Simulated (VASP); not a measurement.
# MgS (I4/mcm) in VASP: a series of runs

Runs on MgS. Level: PBE. Tasks: single point.

Everything below comes from runs of VASP 6.6.1. Logs are shortened: lines on timing, memory, paths and dates and some standing lists are left out, and cuts for length are marked.

### 1 The cell of the first run

The structure is tetragonal, space group I4/mcm (No. 140). Conventional cell: a = 8.561 Å, b = 8.561 Å, c = 5.253 Å, α = 90.00°, β = 90.00°, γ = 90.00°. Mg (site symmetry m2m) has 5 S at 2.49 to 2.63 Å within 3.3 Å. S (site symmetry m2m) has 5 Mg at 2.49 to 2.63 Å within 3.3 Å.

The cell was built from a structure type or drawn by symmetry, and may not be a known phase.

### 2 Single point, PBE

INCAR

```
SYSTEM = MgS
PREC = Accurate
ENCUT = 520
EDIFF = 1E-6
ISMEAR = 0
SIGMA = 0.1
LREAL = .False.
LASPH = .True.
NELM = 60
ALGO = Normal
ISIF = 2
LWAVE = .False.
LCHARG = .False.
GGA = PE
NBANDS = 26
```

KPOINTS

```
regular mesh
0
Gamma
  4 4 4
  0 0 0
```

POSCAR

```
MgS
1.0
   -4.2804124000      4.2804124000      2.6263080000
    4.2804124000     -4.2804124000      2.6263080000
    4.2804124000      4.2804124000     -2.6263080000
Mg S
4 4
Direct
    0.1432015000      0.6432015000      0.7864030000
    0.8567985000      0.3567985000      0.2135970000
    0.3567985000      0.1432015000      0.5000000000
    0.6432015000      0.8567985000      0.5000000000
    0.8486700000      0.6513300000      0.5000000000
    0.1513300000      0.3486700000      0.5000000000
    0.6513300000      0.1513300000      0.8026600000
    0.3486700000      0.8486700000      0.1973400000
```

Potentials or basis: VASP PAW PBE potentials, release 64 (Mg, S).

The run is started by

```console
> cat potpaw_PBE.64/Mg/POTCAR potpaw_PBE.64/S/POTCAR > POTCAR
> mpirun -np 1 vasp_std > vasp.out
```

OUTCAR:

```text
SYSTEM = MgS
   PREC = Accurate
   ENCUT = 520
   EDIFF = 1E-6
   ISMEAR = 0
   LREAL = .False.
   LASPH = .True.
   NELM = 60
   ISIF = 2
   GGA = PE

 ion  position               nearest neighbor table
   1  0.143  0.643  0.786-   8 2.49   6 2.52   5 2.52   7 2.63   7 2.63   2 3.47   4 3.59   3 3.59
                             3 3.59   4 3.59
   2  0.857  0.357  0.214-   7 2.49   6 2.52   5 2.52   8 2.63   8 2.63   1 3.47   3 3.59   4 3.59
                             4 3.59   3 3.59
   3  0.357  0.143  0.500-   6 2.49   7 2.52   8 2.52   5 2.63   5 2.63   4 3.47   1 3.59   2 3.59
                             1 3.59   2 3.59
   4  0.643  0.857  0.500-   5 2.49   7 2.52   8 2.52   6 2.63   6 2.63   3 3.47   2 3.59   1 3.59
                             1 3.59   2 3.59
   5  0.849  0.651  0.500-   4 2.49   2 2.52   1 2.52   3 2.63   3 2.63
   6  0.151  0.349  0.500-   3 2.49   2 2.52   1 2.52   4 2.63   4 2.63
   7  0.651  0.151  0.803-   2 2.49   3 2.52   4 2.52   1 2.63   1 2.63
   8  0.349  0.849  0.197-   1 2.49   3 2.52   4 2.52   2 2.63   2 2.63

  LATTYP: Found a body centered tetragonal cell.
 ALAT       =     8.5608248000
 C/A-ratio  =     0.6135642444

  Lattice vectors:

 A1 = (  -4.2804124000,   4.2804124000,   2.6263080000)
 A2 = (   4.2804124000,  -4.2804124000,   2.6263080000)
 A3 = (   4.2804124000,   4.2804124000,  -2.6263080000)

Analysis of symmetry for initial positions (statically):
=====================================================================
 Subroutine PRICEL returns:
 Original cell was already a primitive cell.

 Routine SETGRP: Setting up the symmetry group for a
 body centered tetragonal supercell.

 Subroutine GETGRP returns: Found 16 space group operations
 (whereof  8 operations were pure point group operations)
 out of a pool of 16 trial point group operations.

The static configuration has the point symmetry C_4h.
 The point group associated with its full space group is D_4h.

Analysis of symmetry for dynamics (positions and initial velocities):
=====================================================================
 Subroutine PRICEL returns:
 Original cell was already a primitive cell.

 Routine SETGRP: Setting up the symmetry group for a
 body centered tetragonal supercell.

 Subroutine GETGRP returns: Found 16 space group operations
 (whereof  8 operations were pure point group operations)
 out of a pool of 16 trial point group operations.

The dynamic configuration has the point symmetry C_4h.
 The point group associated with its full space group is D_4h.

 Subroutine INISYM returns: Found 16 space group operations
 (whereof  8 operations are pure point group operations),
 and found     1 'primitive' translations

----------------------------------------------------------------------------------------

                                     Primitive cell

  volume of cell :     192.4761

  direct lattice vectors                    reciprocal lattice vectors
    -4.280412400  4.280412400  2.626308000     0.000000000  0.116811175  0.190381326
     4.280412400 -4.280412400  2.626308000     0.116811175  0.000000000  0.190381326
     4.280412400  4.280412400 -2.626308000     0.116811175  0.116811175  0.000000000

  length of vectors
     6.598587299  6.598587299  6.598587299     0.223360471  0.223360471  0.165195947

  position of ions in fractional coordinates (direct lattice)
     0.143201500  0.643201500  0.786403000
     0.856798500  0.356798500  0.213597000
     0.356798500  0.143201500  0.500000000
     0.643201500  0.856798500  0.500000000
     0.848670000  0.651330000  0.500000000
     0.151330000  0.348670000  0.500000000
     0.651330000  0.151330000  0.802660000
     0.348670000  0.848670000  0.197340000

  ion indices of the primitive-cell ions
   primitive index   ion index
                 1           1
                 2           2
                 3           3
                 4           4
                 5           5
                 6           6
                 7           7
                 8           8

----------------------------------------------------------------------------------------

 KPOINTS: regular mesh

Automatic generation of k-mesh.
 Grid dimensions read from file:
 generate k-points for:    4    4    4

 Generating k-lattice:

  Cartesian coordinates                     Fractional coordinates (reciprocal lattice)
     0.000000000  0.029202794  0.047595332     0.250000000  0.000000000  0.000000000
     0.029202794  0.000000000  0.047595332     0.000000000  0.250000000  0.000000000
     0.029202794  0.029202794  0.000000000     0.000000000  0.000000000  0.250000000

  Length of vectors
     0.055840118  0.055840118  0.041298987

  Shift w.r.t. Gamma in fractional coordinates (k-lattice)
     0.000000000  0.000000000  0.000000000

 Subroutine IBZKPT returns following result:
 ===========================================

 Found     13 irreducible k-points:

 Following reciprocal coordinates:
            Coordinates               Weight
  0.000000  0.000000  0.000000      1.000000
  0.250000  0.000000  0.000000      8.000000
  0.500000  0.000000  0.000000      4.000000
  0.250000  0.250000  0.000000      8.000000
  0.500000  0.250000  0.000000     16.000000
 -0.250000  0.250000  0.000000      4.000000
  0.500000  0.500000  0.000000      2.000000
  0.250000  0.250000  0.250000      2.000000
 -0.250000  0.250000  0.250000      4.000000
  0.500000  0.500000  0.250000      4.000000
 -0.250000  0.500000  0.250000      8.000000
 -0.250000 -0.250000  0.250000      2.000000
  0.500000  0.500000  0.500000      1.000000
   k-points           NKPTS =     13   k-points in BZ     NKDIM =     13   number of bands    NBANDS=     26
   number of dos      NEDOS =    301   number of ions     NIONS =      8
   total plane-waves  NPLWV = 125000
   dimension x,y,z NGX =    50 NGY =   50 NGZ =   50
   dimension x,y,z NGXF=   100 NGYF=  100 NGZF=  100
   ions per type =               4   4
   NGX,Y,Z   is equivalent  to a cutoff of  12.60, 12.60, 12.60 a.u.
   NGXF,Y,Z  is equivalent  to a cutoff of  25.19, 25.19, 25.19 a.u.
 SYSTEM =  MgS
   PREC   = accura    normal or accurate (medium, high low for compatibility)
   ISTART =      0    job   : 0-new  1-cont  2-samecut
   ICHARG =      2    charge: 1-file 2-atom 10-const
   ISPIN  =      1    spin polarized calculation?
   LNONCOLLINEAR =      F non collinear calculations
   LSORBIT =      F    spin-orbit coupling
   LASPH  =      T    aspherical Exc in radial PAW
   ENCUT  =  520.0 eV  38.22 Ry    6.18 a.u.  12.27 12.27 12.27*2*pi/ulx,y,z
   NELM   =     60;   NELMIN=  2; NELMDL= -5     # of ELM steps
   EDIFF  = 0.1E-05   stopping-criterion for ELM
   LREAL  =      F    real-space projection
   EDIFFG = 0.1E-04   stopping-criterion for IOM
   NSW    =      0    number of steps for IOM
   IBRION =     -1    ionic relax: 0-MD 1-quasi-New 2-CG
   NFREE  =      0    steps in history (QN), initial steepest desc. (CG)
   ISIF   =      2    stress and relaxation
   ISYM   =      2    0-nonsym 1-usesym 2-fastsym
   POTIM  = 0.5000    time-step for ionic-motion
   TEBEG  =    0.0;   TEEND  =   0.0 temperature during run
   PSTRESS=    0.0 pullay stress
   NELECT =      32.0000    total number of electrons
   NUPDOWN=      -1.0000    fix difference up-down
   EMIN   =  10.00;   EMAX   =-10.00  energy-range for DOS
   EFERMI =   0.00;   METHOD = LEGACY
   ISMEAR =     0;   SIGMA  =   0.10  broadening in eV -4-tet -1-fermi 0-gaus
   EFERMI_NEDOS =   21; number of points for ismear=-14 and -15
   IALGO  =     38    algorithm
   IMIX   =      4    mixing-type and parameters
     AMIX     =   0.40;   BMIX     =  1.00
     AMIX_MAG =   1.60;   BMIX_MAG =  1.00
  volume/ion in A,a.u.               =      24.06       162.36
  Fermi-wavevector in a.u.,A,eV,Ry     =   0.900187  1.701106 11.025289  0.810336
  Thomas-Fermi vector in A             =   2.023113
   LORBIT       =      0    0 simple, 1 ext, 2 COOP (PROOUT), +10 PAW based schemes
   GGA     = PE    functional components
   LHFCALC =     F    Hartree Fock is set to
   AEXX    =    0.0000 exact exchange contribution
   IVDW    =     0    specifies the selected vdW correction
   LEPSILON=     F    determine dielectric tensor
   LRPA    =     F    only Hartree local field effects (RPA)
 non-spin polarized calculation
 Gauss-broadening in eV      SIGMA  =   0.10
  energy-cutoff  :      520.00
  volume of cell :      192.48
 maximum number of plane-waves:      5201
 NGX is ok and might be reduce to    50

 number of electron      32.0000001 magnetization

 Free energy of the ion-electron system (eV)
  ---------------------------------------------------
  ext. energy  EPLUGINS =         0.00000000
  ---------------------------------------------------
  free energy    TOTEN  =       -33.36981807 eV

  energy without entropy =      -33.36981807  energy(sigma->0) =      -33.36981807

 E-fermi :   1.7843     XC(G=0):  -7.9117

 val. band max:        1.3646193430   @ k =   0.0000   0.0000   0.0000
 cond. band min:       4.2997663163   @ k =   0.0000   0.0000   0.0000
 fundamental gap:      2.9351469733
 Fermi energy:         1.7842827967

 k-point     1 :       0.0000    0.0000    0.0000
  band No.  band energies     occupation
      1     -10.8092      2.00000
      2      -9.7845      2.00000
      3      -9.4984      2.00000
      4      -9.4984      2.00000
      5      -2.3888      2.00000
      6      -1.9200      2.00000
[... 18 lines left out ...]
     25       8.8177      0.00000
     26       8.9676      0.00000

 k-point     2 :       0.2500    0.0000    0.0000
  band No.  band energies     occupation
      1     -10.5850      2.00000
      2      -9.8455      2.00000
      3      -9.5980      2.00000
      4      -9.5713      2.00000
      5      -2.6836      2.00000
      6      -2.4405      2.00000
[... 18 lines left out ...]
     25       8.4287      0.00000
     26       8.8192      0.00000

 k-point     3 :       0.5000    0.0000    0.0000
  band No.  band energies     occupation
      1     -10.0632      2.00000
      2     -10.0632      2.00000
      3      -9.7501      2.00000
      4      -9.7501      2.00000
      5      -2.7922      2.00000
      6      -2.7922      2.00000
[... 18 lines left out ...]
     25       8.1807      0.00000
     26       8.1807      0.00000

 k-point     4 :       0.2500    0.2500    0.0000
  band No.  band energies     occupation
      1     -10.1098      2.00000
      2     -10.0053      2.00000
      3      -9.7622      2.00000
      4      -9.7497      2.00000
      5      -2.9387      2.00000
      6      -2.4267      2.00000
[... 18 lines left out ...]
     25       8.0160      0.00000
     26       8.4121      0.00000
[... 177 lines left out ...]
      1     -10.2800      2.00000
      2      -9.9663      2.00000
      3      -9.8462      2.00000
      4      -9.6061      2.00000
      5      -2.6242      2.00000
      6      -2.0737      2.00000
[... 18 lines left out ...]
     25       8.4675      0.00000
     26       8.7074      0.00000

 k-point    12 :      -0.2500   -0.2500    0.2500
  band No.  band energies     occupation
      1     -10.1566      2.00000
      2      -9.9442      2.00000
      3      -9.7614      2.00000
      4      -9.7614      2.00000
      5      -3.1019      2.00000
      6      -2.1697      2.00000
[... 18 lines left out ...]
     25       7.9815      0.00000
     26       8.0617      0.00000

 k-point    13 :       0.5000    0.5000    0.5000
  band No.  band energies     occupation
      1     -10.2124      2.00000
      2     -10.0898      2.00000
      3     -10.0898      2.00000
      4      -9.3620      2.00000
      5      -2.3052      2.00000
      6      -1.9611      2.00000
[... 18 lines left out ...]
     25       8.2169      0.00000
     26       8.8821      0.00000

------------------------ aborting loop because EDIFF is reached ----------------------------------------

  FORCE on cell =-STRESS in cart. coord.  units (eV):
  Direction    XX          YY          ZZ          XY          YZ          ZX
  --------------------------------------------------------------------------------------
  -------------------------------------------------------------------------------------
  Total       -0.1900569     -0.1900569     -0.1875549      0.0000000     -0.0000000      0.0000000
  in kB       -1.5820399     -1.5820399     -1.5612132      0.0000000     -0.0000000      0.0000000
  external PRESSURE =      -1.5750977 kB  Pullay stress =       0.0000000 kB

 VOLUME and BASIS-vectors are now :
 -----------------------------------------------------------------------------
  energy-cutoff  :      520.00
  volume of cell :      192.48
      direct lattice vectors                 reciprocal lattice vectors
    -4.280412400  4.280412400  2.626308000     0.000000000  0.116811175  0.190381326
     4.280412400 -4.280412400  2.626308000     0.116811175  0.000000000  0.190381326
     4.280412400  4.280412400 -2.626308000     0.116811175  0.116811175  0.000000000

 POSITION                                       TOTAL-FORCE (eV/Angst)
 -----------------------------------------------------------------------------------
      5.50634      1.22592      0.00000        -0.004775     -0.004775      0.000000
     -1.22592      3.05449      2.62631         0.004775      0.004775     -0.000000
      1.22592      3.05449      0.00000        -0.004775      0.004775      0.000000
      3.05449      1.22592      2.62631         0.004775     -0.004775      0.000000
      1.29551      2.98490      2.62631        -0.000532      0.000532      0.000000
      2.98490      1.29551      0.00000         0.000532     -0.000532      0.000000
      1.29551      5.57592      0.00000        -0.000532     -0.000532      0.000000
      2.98490     -1.29551      2.62631         0.000532      0.000532     -0.000000
 -----------------------------------------------------------------------------------
    total drift:                               -0.000000     -0.000000      0.000000

  FREE ENERGIE OF THE ION-ELECTRON SYSTEM (eV)
  ---------------------------------------------------
  free  energy   TOTEN  =       -33.3698180710 eV

  energy  without entropy=      -33.3698180710  energy(sigma->0) =      -33.36981807
```

It took 73 s on 1 thread of Intel Xeon Platinum 8488C (Sapphire Rapids), shared host; peak memory 0.35 GiB.

What came out:

- Free energy: -33.3698 eV
- Pressure: -0.2 GPa
- Largest force: 0.007 eV/Å
- Band gap on the k mesh: 2.94 eV

Forces on the atoms (eV/Å):
```
Mg  -0.005 -0.005  0.000
Mg   0.005  0.005  0.000
Mg  -0.005  0.005  0.000
Mg   0.005 -0.005  0.000
S   -0.001  0.001  0.000
S    0.001 -0.001  0.000
S   -0.001 -0.001  0.000
S    0.001  0.001  0.000
```

### 3 Single point, PBE

This run uses another cell than the first one, of the same volume but with other edges.

INCAR

```
PREC = Accurate
ENCUT = 520
EDIFF = 1E-7
ISMEAR = 0
SIGMA = 0.1
LREAL = F
LASPH = T
NELM = 60
ALGO = Normal
ISIF = 2
LWAVE = F
LCHARG = F
GGA = PE
NBANDS = 26
```

KPOINTS

```
regular mesh
0
Gamma
  4 4 4
```

POSCAR

```
MgS
1.0
    0.0000000000      0.0000000000      5.2526160000
   -4.2804124000      4.2804124000      2.6263080000
   -4.2804124000     -4.2804124000      2.6263080000
Mg S
4 4
Direct
    0.6432015000      0.5000000000      0.2135970000
    0.3567985000      0.5000000000      0.7864030000
    0.1432015000      0.2135970000      0.5000000000
    0.8567985000      0.7864030000      0.5000000000
    0.6513300000      0.1973400000      0.5000000000
    0.3486700000      0.8026600000      0.5000000000
    0.1513300000      0.5000000000      0.1973400000
    0.8486700000      0.5000000000      0.8026600000
```

Potentials or basis: VASP PAW PBE potentials, release 64 (Mg, S).

The run is started by

```console
> cat potpaw_PBE.64/Mg/POTCAR potpaw_PBE.64/S/POTCAR > POTCAR
> mpirun -np 1 vasp_std > vasp.out
```

Wall time 77 s (1 thread of Intel Xeon Platinum 8488C (Sapphire Rapids), shared host); peak memory 0.32 GiB.

It converged, with:

| Property | Result |
| --- | --- |
| Free energy | -33.3698 eV |
| Pressure | -0.2 GPa |
| Largest force | 0.007 eV/Å |
| Band gap on the k mesh | 2.93 eV |

Forces on the atoms (eV/Å):
```
Mg  -0.005 -0.005  0.000
Mg   0.005  0.005  0.000
Mg  -0.005  0.005  0.000
Mg   0.005 -0.005  0.000
S   -0.001  0.001  0.000
S    0.001 -0.001  0.000
S   -0.001 -0.001  0.000
S    0.001  0.001  0.000
```

Levels at points of the mesh, in eV from the valence-band top:
```
           k point  band 13  band 14  band 15  band 16  band 17  band 18  band 19  band 20
(0.00, 0.00, 0.00)    -0.68    -0.65    -0.65     0.00     2.93     4.32     4.32     5.35
(0.50, 0.00, 0.00)    -0.80    -0.80    -0.42    -0.42     4.71     4.71     5.64     5.64
(0.00, 0.50, 0.00)    -1.22    -0.77    -0.58    -0.49     3.57     4.11     4.70     5.17
(0.00, 0.50, 0.50)    -1.44    -1.23    -1.23    -0.63     3.00     4.43     4.88     5.30
```

### 4 Single point, PBE

INCAR

```
ALGO = Normal ; EDIFF = 1E-6
ENCUT = 520 ; GGA = PE
ISIF = 2 ; ISMEAR = 0
LASPH = T ; LCHARG = F
LREAL = F ; LWAVE = F
NBANDS = 26 ; NELM = 60
PREC = Accurate ; SIGMA = 0.02
```

KPOINTS

```
k-points
0
Gamma
  6 6 6
```

POSCAR

```
MgS
1.0
   -4.2804124000      4.2804124000      2.6263080000
    4.2804124000     -4.2804124000      2.6263080000
    4.2804124000      4.2804124000     -2.6263080000
Mg S
4 4
Direct
    0.1432015000      0.6432015000      0.7864030000
    0.8567985000      0.3567985000      0.2135970000
    0.3567985000      0.1432015000      0.5000000000
    0.6432015000      0.8567985000      0.5000000000
    0.8486700000      0.6513300000      0.5000000000
    0.1513300000      0.3486700000      0.5000000000
    0.6513300000      0.1513300000      0.8026600000
    0.3486700000      0.8486700000      0.1973400000
```

The run is started by

```console
> cat potpaw_PBE.64/Mg/POTCAR potpaw_PBE.64/S/POTCAR > POTCAR
> mpirun -np 1 vasp_std > vasp.out
```

Wall time 2.3 min (1 thread of Intel Xeon Platinum 8488C (Sapphire Rapids), shared host); peak memory 0.41 GiB.

It converged, with:

```yaml
Free_energy: -33.3703 eV
Pressure: -0.2 GPa
Largest_force: 0.007 eV/Å
Band_gap_on_the_k_mesh: 2.94 eV
```

Forces in eV/Å, atoms in the order of the input:
```
Mg  -0.005 -0.005  0.000
Mg   0.005  0.005  0.000
Mg  -0.005  0.005  0.000
Mg   0.005 -0.005  0.000
S    0.000  0.000  0.000
S    0.000  0.000  0.000
S    0.000  0.000  0.000
S    0.000  0.000  0.000
```

Levels at points of the mesh, in eV from the valence-band top:
```
           k point  band 12  band 13  band 14  band 15  band 16  band 17  band 18  band 19  band 20  band 21
(0.00, 0.00, 0.00)    -1.81    -0.68    -0.65    -0.65     0.00     2.94     4.32     4.32     5.35     5.51
(0.50, 0.00, 0.00)    -1.64    -0.80    -0.80    -0.42    -0.42     4.71     4.71     5.64     5.64     5.75
(0.50, 0.50, 0.00)    -2.21    -1.22    -0.77    -0.58    -0.49     3.57     4.11     4.70     5.17     5.43
(0.50, 0.50, 0.50)    -1.68    -1.44    -1.23    -1.23    -0.63     3.00     4.43     4.88     5.31     5.31
```

A k mesh can miss the band edges.

### 5 The runs side by side

| cell | k mesh | smearing | gap on the mesh (eV) | pressure (GPa) | largest force (eV/Å) |
| --- | --- | --- | --- | --- | --- |
| a = 6.599 Å, angles 99.1, 99.1, 133.1°, 8 atoms | 4 × 4 × 4 | gaussian 0.1 eV | 2.94 | -0.2 | 0.01 |
| a = 5.253, b = 6.599, c = 6.599 Å, angles 80.9, 66.5, 66.5°, 8 atoms | 4 × 4 × 4 | gaussian 0.1 eV | 2.93 | -0.2 | 0.01 |
| a = 6.599 Å, angles 99.1, 99.1, 133.1°, 8 atoms | 6 × 6 × 6 | gaussian 0.02 eV | 2.94 | -0.2 | 0.01 |

Alike in all rows: task single point; level PBE; potentials or basis VASP PAW PBE potentials, release 64 (Mg, S); no spin polarisation; cutoff (eV) 520.

Absolute energies hang on the potentials; compare differences alone.
